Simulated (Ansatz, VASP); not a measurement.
## One calculation of C, two programs

Contents of INCAR:

```
SYSTEM = C
PREC = Accurate
ENCUT = 520
EDIFF = 1E-6
ISMEAR = -1
SIGMA = 0.05
LREAL = .False.
LASPH = .True.
NELM = 100
ALGO = Normal
ISIF = 2
LWAVE = .False.
LCHARG = .False.
GGA = CA
NBANDS = 16
```

The input KPOINTS:

```
regular mesh
0
Gamma
  12 12 12
  0 0 0
```

Contents of POSCAR:

```
C
1.0
    1.2165213504      0.7023589292      8.1706741485
   -1.2165213504      0.7023589292      8.1706741485
    0.0000000000     -1.4047178582      8.1706741485
C
4
Direct
    0.0871730800      0.0871730800      0.0871730800
    0.7538500600      0.7538500600      0.7538500600
    0.2461499400      0.2461499400      0.2461499400
    0.9128269200      0.9128269200      0.9128269200
```

Contents of input.yaml:

```yaml
crystal:
  lattice:
    - [1.2165213504, 0.7023589292, 8.1706741485]
    - [-1.2165213504, 0.7023589292, 8.1706741485]
    - [0.0, -1.4047178582, 8.1706741485]
  atoms:
    - { symbol: C, position: [0.08717308, 0.08717308, 0.08717308] }
    - { symbol: C, position: [0.75385006, 0.75385006, 0.75385006] }
    - { symbol: C, position: [0.24614994, 0.24614994, 0.24614994] }
    - { symbol: C, position: [0.91282692, 0.91282692, 0.91282692] }
kpoints:
  mp_grid: { grid: [12, 12, 12] }
scf:
  occupations: { method: fermi_dirac, width: 0.05 }
hamiltonian:
  xc: lda
  pseudopotentials: { kind: all_electron, lapw: { basis_error: 0.002 } }
output:
  forces: true
  stress: true
  eigenvalues: true
```

Change from the starting cell: volume scaled by 0.96.

Alike in both runs: task single point; functional LDA; k mesh 12 × 12 × 12; occupations fermi-dirac, width 0.05 eV; no spin polarisation.

|  | VASP | Ansatz |
| --- | --- | --- |
| version | VASP 6.6.1 | Ansatz 0.2.0 |
| potentials or method | VASP PAW LDA potentials, release 64 (C), cutoff 520 eV | all-electron LAPW, scalar-relativistic |

Ansatz gave:

| Item | Value |
| --- | --- |
| gap on the k mesh at the Fermi level (eV) | 0.20 |
| least direct gap on the mesh (eV) | 0.20 |
| pressure (GPa) | 3.3 |
| traceless stress, the component that is largest in VASP (GPa) | -4.31 |
| rms of the force components (eV/Å) | 0.003 |

**Question.** Which values does VASP return?

**Answer.** gap on the k mesh at the Fermi level (eV): 0.21; least direct gap on the mesh (eV): 0.21; pressure (GPa): 3.9; traceless stress, the component that is largest in VASP (GPa): -5.06; rms of the force components (eV/Å): 0.003.

LDA's correlation is that of Perdew and Zunger in VASP and of Perdew and Wang (1992) in Ansatz. Atom by atom the forces differ by 0.000 eV/Å (rms over components). Ansatz ran all-electron here, and VASP with PAW potentials.
